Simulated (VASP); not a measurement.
A run of VASP 6.6.1 is set up as follows.

File INCAR:

```
PREC = Accurate ; ENCUT = 520
EDIFF = 1E-7 ; ISMEAR = 0
SIGMA = 0.15 ; LREAL = False
LASPH = True ; NELM = 100
ALGO = Normal ; ISIF = 2
LWAVE = False ; LCHARG = True
GGA = PS ; LELF = True
LVHAR = True ; NBANDS = 24
```

KPOINTS

```
Automatic mesh
0
Gamma
  12 12 10
```

POSCAR

```
TePt
1.0
    4.2754398042      0.0000000000      0.0000000000
   -2.1377199021      3.7026394828      0.0000000000
    0.0000000000      0.0000000000      5.6638400000
Te Pt
2 2
Direct
    0.3333333333      0.6666666667      0.2500000000
    0.6666666667      0.3333333333      0.7500000000
    0.0000000000      0.0000000000      0.0000000000
    0.0000000000      0.0000000000      0.5000000000
```

Potentials or basis: VASP PAW PBE potentials, release 64 (Te, Pt).

Command:

```console
$ cat potpaw_PBE.64/Te/POTCAR potpaw_PBE.64/Pt/POTCAR > POTCAR
$ mpirun -np 1 vasp_std > vasp.out
```

(1) What does it give for the band gap on the k mesh?

(2) Estimate the pressure.

Answers

(1) zero (bands 16 and 17 overlap by 1.34 eV).

(2) -5.8 GPa.

Caveat: the cell differs from its parent crystal (strain +0.040 along x and y, +0.040 along z); the cell stands under tension; the PAW data sets were made with another functional, which shifts forces and pressure a little; spin-orbit coupling is left out, which moves the levels of the heavy elements.
